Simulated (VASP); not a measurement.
Si: single point with PBE+D3(BJ)

Crystal: Si.

```
CELL_PARAMETERS angstrom
2.89882 0.00000 0.00000
-1.44941 2.51045 0.00000
0.00000 0.00000 4.50627
ATOMIC_POSITIONS crystal
Si 0.33333 0.66667 0.25000
Si 0.66667 0.33333 0.75000
```

This cell differs from its parent crystal: strain +0.0875 x Voigt [1, 1, 0, 0, 0, 0].

```yaml
Program: VASP 6.6.1
Task: single point
Functional: PBE
Dispersion: D3(BJ)
Potentials_or_basis: VASP PAW PBE potentials, release 64 (Si)
Cutoff: 520 eV
k_mesh: 21 × 21 × 10
Occupations: gaussian, width 0.15 eV
Spin: no spin polarisation
Dipole_correction: no
Further_INCAR_settings: ALGO = Normal; EDIFF = 1e-06; NBANDS = 11
```

| Property | Result |
| --- | --- |
| Pressure | -12.2 GPa |
| Band gap on the k mesh | zero (bands 4 and 5 overlap by 10.29 eV) |
| Dispersion energy per atom | -0.377 eV |

Stress tensor (GPa, compression positive):
```
-12.29   0.00   0.00
  0.00 -12.29   0.00
  0.00   0.00 -12.07
```

Levels at points of the mesh, in eV from the Fermi level:
```csv
k point,band 1,band 2,band 3,band 4,band 5,band 6,band 7,band 8,band 9
"(0.00, 0.00, 0.00)",-13.30,-6.59,-5.92,6.48,6.48,8.25,8.25,10.67,10.75
"(0.00, 0.00, 0.50)",-11.52,-11.52,2.14,2.14,7.76,7.76,7.76,7.76,10.70
```

Wall time 71 s on 1 thread of Intel Xeon 8259CL, on a shared host, peak memory 0.22 GiB.

Caveat: the cell differs from its parent crystal (strain +0.0875 x Voigt [1, 1, 0, 0, 0, 0]); the cell stands under tension.
